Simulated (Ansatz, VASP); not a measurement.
**GaP in VASP and in Ansatz**

File INCAR:

```
SYSTEM = GaP
PREC = Accurate ; ENCUT = 520
EDIFF = 1E-6 ; ISMEAR = 0
SIGMA = 0.05 ; LREAL = .FALSE.
LASPH = .TRUE. ; NELM = 60
ALGO = Normal ; ISIF = 2
LWAVE = .FALSE. ; LCHARG = .FALSE.
NBANDS = 26
```

Contents of KPOINTS:

```
regular mesh
0
G
  12 12 12
  0 0 0
```

File POSCAR:

```
GaP
1.0
    1.7875739614      1.0320563078      6.1735776963
   -1.7875739614      1.0320563078      6.1735776963
    0.0000000000     -2.0641126157      6.1735776963
Ga P
2 2
Direct
    0.4353720000      0.4353720000      0.4353720000
    0.5646280000      0.5646280000      0.5646280000
    0.0573890000      0.0573890000      0.0573890000
    0.9426110000      0.9426110000      0.9426110000
```

Input for Ansatz:

```yaml
crystal:
  lattice:
    - [1.7875739614, 1.0320563078, 6.1735776963]
    - [-1.7875739614, 1.0320563078, 6.1735776963]
    - [0.0, -2.0641126157, 6.1735776963]
  atoms:
    - { symbol: Ga, position: [0.435372, 0.435372, 0.435372] }
    - { symbol: Ga, position: [0.564628, 0.564628, 0.564628] }
    - { symbol: P, position: [0.057389, 0.057389, 0.057389] }
    - { symbol: P, position: [0.942611, 0.942611, 0.942611] }
basis:
  ecutwfc: 420
kpoints:
  mp_grid: { grid: [12, 12, 12] }
hamiltonian:
  xc: lda
scf:
  occupations: { method: gaussian, width: 0.05 }
output:
  forces: true
  stress: true
  eigenvalues: true
  write_density: true
  write_potential: true
  elf: true
  volumetric_format: npy
```

Change from the starting cell: strain -0.080 along x and y, -0.040 along z, atoms carried along.

Alike in both runs: task single point; functional LDA; k mesh 12 × 12 × 12; occupations gaussian, width 0.05 eV; no spin polarisation.

|  | VASP | Ansatz |
| --- | --- | --- |
| version | VASP 6.6.1 | Ansatz 0.2.0 |
| potentials or method | VASP PAW LDA potentials, release 64 (Ga_d, P), cutoff 520 eV | scalar-relativistic, plane waves, PAW |
| valence electrons in the cell | 36 | 36 |

```tsv
	VASP	Ansatz	Ansatz less VASP
gap on the k mesh at the Fermi level (eV)	0.29	0.28	-0.006
least direct gap on the mesh (eV)	1.26	1.27	+0.002
pressure (GPa)	16.4	16.3	-0.15
traceless stress, the component that is largest in VASP (GPa)	-6.42	-6.34	+0.088
rms of the force components (eV/Å)	0.357	0.355	-0.0025
```

LDA's correlation is that of Perdew and Zunger in VASP and of Perdew and Wang (1992) in Ansatz. Atom by atom the forces differ by 0.021 eV/Å (rms over components).
